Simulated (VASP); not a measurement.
Here is a VASP 6.6.1 calculation.

INCAR

```
PREC = Accurate
ENCUT = 520
EDIFF = 1E-6
ISMEAR = 0
SIGMA = 0.1
LREAL = False
LASPH = True
NELM = 100
ALGO = Normal
ISIF = 2
LWAVE = False
LCHARG = False
GGA = PE
NBANDS = 17
```

KPOINTS

```
Automatic mesh
0
Gamma
  6 6 4
```

The input POSCAR:

```
Al5H
1.0
    5.2566569980      0.0000000000      0.0000000000
   -2.6283284990      4.5523984993      0.0000000000
    0.0000000000      0.0000000000      4.6238681524
Al H
5 1
Direct
    0.0000000000      0.5000000000      0.5000000000
    0.3333333333      0.6666666667      0.0000000000
    0.6666666667      0.3333333333      0.0000000000
    0.5000000000      0.0000000000      0.5000000000
    0.5000000000      0.5000000000      0.5000000000
    0.0000000000      0.0000000000      0.0000000000
```

Potentials or basis: VASP PAW PBE potentials, release 64 (Al, H).

Command:

```sh
$ cat potpaw_PBE.64/Al/POTCAR potpaw_PBE.64/H/POTCAR > POTCAR
$ mpirun -np 1 vasp_std > vasp.out
```

Problem. Estimate the band gap on the k mesh.

Solution. Zero (band 8 reaches 5.31 eV, above the bottom of band 9 at 4.10 eV).

Problem. What does it give for the pressure?

Solution. 0.0 GPa.

Stress tensor (GPa, compression positive):
```
 0.01  0.00  0.00
 0.00  0.01  0.00
 0.00  0.00 -0.10
```
